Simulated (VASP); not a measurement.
# GaP (I-4m2) in VASP: single point with HSE06

Aim: the single point of GaP with HSE06.

Program: VASP 6.6.1. These are calculated values, not measurements. Logs are shortened: lines on timing, memory, paths and dates and some standing lists are left out, and cuts for length are marked.

**1. The cell of the first run**

Symmetry: I-4m2, No. 119, tetragonal system. Conventional cell: a = 3.854 Å, b = 3.854 Å, c = 5.129 Å, α = 90.00°, β = 90.00°, γ = 90.00°. Within 3.1 Å of Ga (site symmetry -4m2) lie 4 P at 2.31 Å. Within 3.1 Å of P (site symmetry -4m2) lie 4 Ga at 2.31 Å.

**2. Single point, HSE06 (uniaxial x strain -5.9%)**

The input, POSCAR:

```
GaP
1.0
    0.0000000000      2.7253992947      2.7253992947
    2.5643281964      0.0000000000      2.7253992947
    2.5643281964      2.7253992947      0.0000000000
Ga P
1 1
Direct
    0.0000000000      0.0000000000      0.0000000000
    0.2500000000      0.2500000000      0.2500000000
```

The input, INCAR.step1:

```
SYSTEM = GaP
ALGO     = Normal         ! electronic algorithm
EDIFF    = 1E-5           ! SCF threshold, eV
ENCUT    = 520            ! plane-wave cutoff, eV
GGA      = PE             ! functional
ISIF     = 2              ! what is computed and relaxed
ISMEAR   = 0              ! smearing method
LASPH    = .True.         ! aspherical terms in the spheres
LREAL    = .False.        ! projectors in reciprocal space
LWAVE    = .True.         ! write WAVECAR
NBANDS   = 16             ! bands
NELM     = 60             ! most SCF steps
PREC     = Accurate       ! precision mode
SIGMA    = 0.01           ! smearing width, eV
```

The input, INCAR.step2:

```
SYSTEM = GaP
ALGO     = Normal         ! electronic algorithm
EDIFF    = 1E-6           ! SCF threshold, eV
ENCUT    = 520            ! plane-wave cutoff, eV
GGA      = PE             ! functional
HFSCREEN = 0.2079         ! screening, 1/A
ISIF     = 2              ! what is computed and relaxed
ISMEAR   = 0              ! smearing method
ISTART   = 1            
LASPH    = .True.         ! aspherical terms in the spheres
LCHARG   = .True.         ! write CHGCAR
LELF     = .True.         ! ELF
LHFCALC  = .True.         ! exact exchange
LREAL    = .False.        ! projectors in reciprocal space
LVHAR    = .True.       
LWAVE    = .False.        ! write WAVECAR
NBANDS   = 16             ! bands
NELM     = 60             ! most SCF steps
PREC     = Accurate       ! precision mode
PRECFOCK = Normal       
SIGMA    = 0.01           ! smearing width, eV
```

The input, KPOINTS:

```
k-points
0
Gamma
  6 6 6
  0 0 0
```

Potentials or basis: VASP PAW PBE potentials, release 64 (Ga_d, P).

Command:

```bash
cat potpaw_PBE.64/Ga_d/POTCAR potpaw_PBE.64/P/POTCAR > POTCAR
cp INCAR.step1 INCAR
mpirun -np 1 vasp_std > vasp.out
cp INCAR.step2 INCAR
mpirun -np 1 vasp_std > vasp.out
```

OUTCAR:

```text
SYSTEM = GaP
   EDIFF = 1E-6
   ENCUT = 520
   GGA = PE
   HFSCREEN = 0.2079
   ISIF = 2
   ISMEAR = 0
   ISTART = 1
   LASPH = .True.
   LHFCALC = .True.
   LREAL = .False.
   NELM = 60
   PREC = Accurate
   PRECFOCK = Normal

 ion  position               nearest neighbor table
   1  0.000  0.000  0.000-   2 2.31   2 2.31   2 2.31   2 2.31
   2  0.250  0.250  0.250-   1 2.31   1 2.31   1 2.31   1 2.31

  LATTYP: Found a body centered tetragonal cell.
 ALAT       =     3.8542966454
 C/A-ratio  =     1.3306335408

  Lattice vectors:

 A1 = (  -2.5643281964,   0.0000000000,  -2.7253992947)
 A2 = (  -2.5643281964,   0.0000000000,   2.7253992947)
 A3 = (   2.5643281964,   2.7253992947,   0.0000000000)

Analysis of symmetry for initial positions (statically):
=====================================================================
 Subroutine PRICEL returns:
 Original cell was already a primitive cell.

 Routine SETGRP: Setting up the symmetry group for a
 body centered tetragonal supercell.

 Subroutine GETGRP returns: Found  8 space group operations
 (whereof  8 operations were pure point group operations)
 out of a pool of 16 trial point group operations.

The static configuration has the point symmetry D_2d.

Analysis of symmetry for dynamics (positions and initial velocities):
=====================================================================
 Subroutine PRICEL returns:
 Original cell was already a primitive cell.

 Routine SETGRP: Setting up the symmetry group for a
 body centered tetragonal supercell.

 Subroutine GETGRP returns: Found  8 space group operations
 (whereof  8 operations were pure point group operations)
 out of a pool of 16 trial point group operations.

The dynamic configuration has the point symmetry D_2d.

 Subroutine INISYM returns: Found  8 space group operations
 (whereof  8 operations are pure point group operations),
 and found     1 'primitive' translations

----------------------------------------------------------------------------------------

                                     Primitive cell

  volume of cell :      38.0946

  direct lattice vectors                    reciprocal lattice vectors
     0.000000000  2.725399295  2.725399295    -0.194982842  0.183459356  0.183459356
     2.564328196  0.000000000  2.725399295     0.194982842 -0.183459356  0.183459356
[... 85 lines left out ...]
   EDIFF  = 0.1E-05   stopping-criterion for ELM
   LREAL  =      F    real-space projection
   EDIFFG = 0.1E-04   stopping-criterion for IOM
   NSW    =      0    number of steps for IOM
   IBRION =     -1    ionic relax: 0-MD 1-quasi-New 2-CG
   NFREE  =      0    steps in history (QN), initial steepest desc. (CG)
   ISIF   =      2    stress and relaxation
   ISYM   =      3    0-nonsym 1-usesym 2-fastsym
   POTIM  = 0.5000    time-step for ionic-motion
   TEBEG  =    0.0;   TEEND  =   0.0 temperature during run
   PSTRESS=    0.0 pullay stress
   NELECT =      18.0000    total number of electrons
   NUPDOWN=      -1.0000    fix difference up-down
   EMIN   =  10.00;   EMAX   =-10.00  energy-range for DOS
   EFERMI =   0.00;   METHOD = LEGACY
   ISMEAR =     0;   SIGMA  =   0.01  broadening in eV -4-tet -1-fermi 0-gaus
   EFERMI_NEDOS =   21; number of points for ismear=-14 and -15
   IALGO  =     38    algorithm
   IMIX   =      1    mixing-type and parameters
     AMIX     =   0.40;   BMIX     =  1.00
     AMIX_MAG =   1.60;   BMIX_MAG =  1.00
  volume/ion in A,a.u.               =      19.05       128.54
  Fermi-wavevector in a.u.,A,eV,Ry     =   1.275100  2.409590 22.121453  1.625881
  Thomas-Fermi vector in A             =   2.407831
   LORBIT       =      0    0 simple, 1 ext, 2 COOP (PROOUT), +10 PAW based schemes
   GGA     = PE    functional components
   LHFCALC =     T    Hartree Fock is set to
   PRECFOCK=normal    Normal, Fast or Accurate (Low or Medium for compatibility)
   ENCUT4O =  -1.0   cutoff for four orbital integrals eV
   NKREDX  =     1    reduce k-point grid by
   NKREDY  =     1    reduce k-point grid by
   NKREDZ  =     1    reduce k-point grid by
   AEXX    =    0.2500 exact exchange contribution
   HFSCREEN=    0.2079 screening length (either q_TF or 0.3 A-1)
   HFSCREENC=   0.2079 screening length for correlation (either q_TF or 0.3 A-1)
   ENCUTFOCK=  -1.0 apply spherical cutoff to Coloumb kernel
   IVDW    =     0    specifies the selected vdW correction
   LEPSILON=     F    determine dielectric tensor
   LRPA    =     F    only Hartree local field effects (RPA)
 non-spin polarized calculation
 Gauss-broadening in eV      SIGMA  =   0.01
  energy-cutoff  :      520.00
  volume of cell :       38.09
 maximum number of plane-waves:      1042
 NGX is ok and might be reduce to    30
  NGX = 24; NGY = 24; NGZ = 24

 number of electron      17.9999997 magnetization

 Free energy of the ion-electron system (eV)
  ---------------------------------------------------
  ext. energy  EPLUGINS =         0.00000000
  ---------------------------------------------------
  free energy    TOTEN  =       -10.70583383 eV

  energy without entropy =      -10.70583383  energy(sigma->0) =      -10.70583383

 E-fermi :   5.1879     XC(G=0):  -8.3773

 val. band max:        5.0789331705   @ k =   0.0000   0.0000   0.0000
 cond. band min:       6.7207657326   @ k =   0.0000   0.5000   0.5000
 fundamental gap:      1.6418325621
 Fermi energy:         5.1879229283

 k-point     1 :       0.0000    0.0000    0.0000
  band No.  band energies     occupation
      1     -12.3010      2.00000
      2     -12.3010      2.00000
      3     -12.2837      2.00000
      4     -12.1827      2.00000
      5     -12.1716      2.00000
      6      -9.4248      2.00000
[... 433 lines left out ...]
      3     -12.2370      2.00000
      4     -12.1791      2.00000
      5     -12.1780      2.00000
      6      -6.2404      2.00000
[... 8 lines left out ...]
     15      18.5115      0.00000
     16      18.7778      0.00000

 [... further k-points ...]
[... 5 lines left out ...]
  --------------------------------------------------------------------------------------
  -------------------------------------------------------------------------------------
  Total        2.2759290      1.2340839      1.2340839      0.0000000      0.0000000      0.0000000
  in kB       95.7206006     51.9028706     51.9028706      0.0000000      0.0000000      0.0000000
  external PRESSURE =      66.5087806 kB  Pullay stress =       0.0000000 kB

 VOLUME and BASIS-vectors are now :
 -----------------------------------------------------------------------------
  energy-cutoff  :      520.00
  volume of cell :       38.09
      direct lattice vectors                 reciprocal lattice vectors
     0.000000000  2.725399295  2.725399295    -0.194982842  0.183459356  0.183459356
     2.564328196  0.000000000  2.725399295     0.194982842 -0.183459356  0.183459356
     2.564328196  2.725399295  0.000000000     0.194982842  0.183459356 -0.183459356

 POSITION                                       TOTAL-FORCE (eV/Angst)
 -----------------------------------------------------------------------------------
      0.00000      0.00000      0.00000         0.000000     -0.000000     -0.000000
      1.28216      1.36270      1.36270        -0.000000      0.000000      0.000000
 -----------------------------------------------------------------------------------
    total drift:                               -0.000009     -0.000001     -0.000000

  FREE ENERGIE OF THE ION-ELECTRON SYSTEM (eV)
  ---------------------------------------------------
  free  energy   TOTEN  =       -10.7058338331 eV

  energy  without entropy=      -10.7058338331  energy(sigma->0) =      -10.70583383
```

OUTCAR.step1:

```text
SYSTEM = GaP
   EDIFF = 1E-5
   ENCUT = 520
   GGA = PE
   ISIF = 2
   ISMEAR = 0
[... 680 lines left out ...]
      0.00000      0.00000      0.00000        -0.000000     -0.000000     -0.000000
      1.28216      1.36270      1.36270         0.000000      0.000000      0.000000
 -----------------------------------------------------------------------------------
    total drift:                               -0.000007     -0.000000     -0.000000

  FREE ENERGIE OF THE ION-ELECTRON SYSTEM (eV)
  ---------------------------------------------------
  free  energy   TOTEN  =        -9.0023266827 eV

  energy  without entropy=       -9.0023266827  energy(sigma->0) =       -9.00232668
```

Wall time 2.3 h (1 thread of Oxide Virtual Turin-like, shared host); peak memory 0.26 GiB.

What came out:

* Free energy: -10.7058 eV
* Pressure: 6.7 GPa
* Band gap on the k mesh: 1.64 eV (least direct gap 3.10 eV)

Levels at points of the mesh, in eV from the valence-band top:
| k point | band 7 | band 8 | band 9 | band 10 | band 11 | band 12 |
| --- | --- | --- | --- | --- | --- | --- |
| (0.00, 0.00, 0.00) | -0.34 | -0.34 | 0.00 | 3.10 | 4.48 | 4.60 |
| (0.50, 0.00, 0.00) | -7.84 | -1.81 | -1.26 | 2.40 | 5.11 | 5.77 |
| (0.50, 0.50, 0.00) | -8.02 | -3.24 | -3.17 | 2.10 | 2.50 | 12.01 |
| (0.00, 0.50, 0.50) | -7.56 | -3.69 | -3.69 | 1.64 | 1.86 | 12.26 |

Caveat: the cell differs from its parent crystal (uniaxial x strain -5.9%); the cell stands under pressure; the PAW data sets were made with another functional, which shifts forces and pressure a little. A k mesh can miss the band edges.
